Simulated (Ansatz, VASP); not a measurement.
## SiO2 in VASP and in Ansatz

Contents of INCAR:

```
ALGO     = Normal         # electronic algorithm
EDIFF    = 1E-6           # SCF threshold, eV
ENCUT    = 520            # plane-wave cutoff, eV
GGA      = PE             # functional
ISIF     = 2              # what is computed and relaxed
ISMEAR   = -1             # smearing method
LASPH    = True           # aspherical terms in the spheres
LCHARG   = False          # write CHGCAR
LREAL    = False          # projectors in reciprocal space
LWAVE    = False          # write WAVECAR
NBANDS   = 15             # bands
NELM     = 100            # most SCF steps
PREC     = Accurate       # precision mode
SIGMA    = 0.02           # smearing width, eV
```

KPOINTS

```
k-points
0
Gamma
  10 10 10
```

Contents of POSCAR:

```
SiO2
1.0
    0.0000000000      2.2641691173      2.2641691173
    2.2188857349      0.0000000000      2.2641691173
    2.2188857349      2.2641691173      0.0000000000
Si O
1 2
Direct
    0.0000000000      0.0000000000      0.0000000000
    0.2500000000      0.2500000000      0.2500000000
    0.7500000000      0.7500000000      0.7500000000
```

Input for Ansatz:

```yaml
crystal:
  lattice:
    - [0.0, 2.2641691173, 2.2641691173]
    - [2.2188857349, 0.0, 2.2641691173]
    - [2.2188857349, 2.2641691173, 0.0]
  atoms:
    - { symbol: Si, position: [0.0, 0.0, 0.0] }
    - { symbol: O, position: [0.25, 0.25, 0.25] }
    - { symbol: O, position: [0.75, 0.75, 0.75] }
kpoints:
  mp_grid: { grid: [10, 10, 10] }
  band_path:
    path:
      - [0.0, 0.0, 0.0]
      - [0.5, 0.0, 0.5]
      - [0.625, 0.25, 0.625]
      - [0.375, 0.375, 0.75]
      - [0.5, 0.5, 0.5]
      - [0.5, 0.25, 0.75]
    npoints: 1
hamiltonian:
  xc: pbe
scf:
  occupations: { method: fermi_dirac, width: 0.02 }
  n_extra_bands: 4
output:
  forces: true
  stress: true
  eigenvalues: true
```

Change from the starting cell: uniaxial_x strain -2.0%.

Alike in both runs: task single point; functional PBE; k mesh 10 × 10 × 10; occupations fermi-dirac, width 0.02 eV; no spin polarisation.

```csv
,VASP,Ansatz
version,VASP 6.6.1,Ansatz 0.2.0
potentials or method,"VASP PAW PBE potentials, release 64 (Si, O)","plane waves, PAW"
plane-wave cutoff (eV),520,420
valence electrons in the cell,16,16
```

```csv
,VASP,Ansatz,Ansatz less VASP
gap on the k mesh at the Fermi level (eV),1.64,1.67,+0.031
pressure (GPa),17.0,16.6,-0.38
"traceless stress, the component that is largest in VASP (GPa)",15.17,15.19,+0.018
```
